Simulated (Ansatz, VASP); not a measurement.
**Two plane-wave programs on Ge2F**

```xyz
6
Lattice="2.7922 0.0000 0.0000 0.0000 2.7922 0.0000 0.0000 0.0000 12.8297" Properties=species:S:1:pos:R:3 pbc="T T T"
Ge    0.0000    1.3961    1.9303
Ge    0.0000    1.3961    8.3452
Ge    1.3961    0.0000    4.4845
Ge    1.3961    0.0000   10.8994
F     0.0000    0.0000    0.0000
F     1.3961    1.3961    6.4149
```

Change from the starting cell: species swapped into the ZnCl2 type (P4_2/nmc, No. 137).

Alike in both runs: functional PBE; k mesh 14 × 14 × 4; occupations gaussian, width 0.1 eV; no spin polarisation.

Ansatz relaxed the structure, and its values are those at the end. VASP's run is a single point on that final structure, the one shown.

|  | VASP | Ansatz |
| --- | --- | --- |
| version | VASP 6.6.1 | Ansatz 0.2.0 |
| potentials or method | VASP PAW PBE potentials, release 64 (Ge_d, F), cutoff 520 eV | scalar-relativistic, plane waves, PAW |
| valence electrons in the cell | 70 | 70 |

```tsv
	VASP	Ansatz	Ansatz less VASP
gap on the k mesh at the Fermi level (eV)	none	none	-
pressure (GPa)	-0.1	0.0	+0.08
rms of the force components (eV/Å)	0.004	0.000	-0.0039
```

A gap of «none» marks a metal or a gap that the smearing closes. With one functional, cell and mesh, what is left measures potentials, basis and numerics.
